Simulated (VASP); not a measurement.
Set up this calculation in VASP 6.6.1, as the native input.

* Task: relaxation of cell and atoms
* Functional: PBE
* Potentials or basis: VASP PAW PBE potentials, release 64 (B, C)
* Cutoff: 600 eV
* k mesh: 6 × 6 × 2
* Occupations: gaussian, width 0.1 eV
* Spin: no spin polarisation
* Dipole correction: no
* Further INCAR settings: ALGO = Normal; EDIFF = 1e-06; IBRION = 2; EDIFFG = -0.04; NSW = 90; ISIF = 3

The structure of BC5 lies in POSCAR:

```
BC5
1.0
    2.8562756100      0.0000000000      0.0000000000
   -1.4281378000      2.4736072400      0.0000000000
    0.0000000000      0.0000000000     13.5477900500
B C
1 5
Direct
    0.0000000000      0.0000000000      0.0000000000
    0.6666666700      0.3333333300      0.8533704300
    0.0000000000      0.0000000000      0.6760535800
    0.6666666700      0.3333333300      0.5000000000
    0.0000000000      0.0000000000      0.3239464200
    0.6666666700      0.3333333300      0.1466295700
```

The cell was generated, and may not be a known phase.

The input as run:

INCAR

```
SYSTEM = BC5
  PREC = Accurate
  ENCUT = 600
  EDIFF = 1E-6
  ISMEAR = 0
  SIGMA = 0.1
  LREAL = .FALSE.
  LASPH = .TRUE.
  NELM = 60
  ALGO = Normal
  ISIF = 3
  LWAVE = .FALSE.
  LCHARG = .FALSE.
  GGA = PE
  IBRION = 2
  NSW = 90
  EDIFFG = -0.04
```

KPOINTS

```
regular mesh
0
G
  6 6 2
  0 0 0
```

Potentials or basis: VASP PAW PBE potentials, release 64 (B, C).

Run with:

```bash
$ cat potpaw_PBE.64/B/POTCAR potpaw_PBE.64/C/POTCAR > POTCAR
$ mpirun -np 1 vasp_std > vasp.out
```

It gave:

The relaxed volume is 9.30 Å³/atom, the relaxed cell is a = 2.611 Å, b = 2.611 Å, c = 9.451 Å, α = 90.00°, β = 90.00°, γ = 120.00° and the space group after relaxing (to 0.1 Å) is P-6m2 (No. 187). The pressure after relaxing is 0.3 GPa and the largest force after relaxing is 0.022 eV/Å. The band gap on the k mesh is zero (an odd number of electrons rules out a gap without spin polarisation).

Caveat: the k points lie up to 0.46 Å⁻¹ apart in the final cell, too coarse for converged energies and pressures of a metal; the volume moved by over 15 % at a fixed basis, so the end points are rough; this functional lacks dispersion, which binds layers or chains, so the pressure and a relaxed spacing across them are unreliable; an odd number of electrons without spin polarisation forces a metal; a magnetic or distorted state may lie lower.

It took 20 min on 1 thread of Intel(R) Xeon(R) 6975P-C (Granite Rapids), with other jobs on the host, peak memory 0.25 GiB.
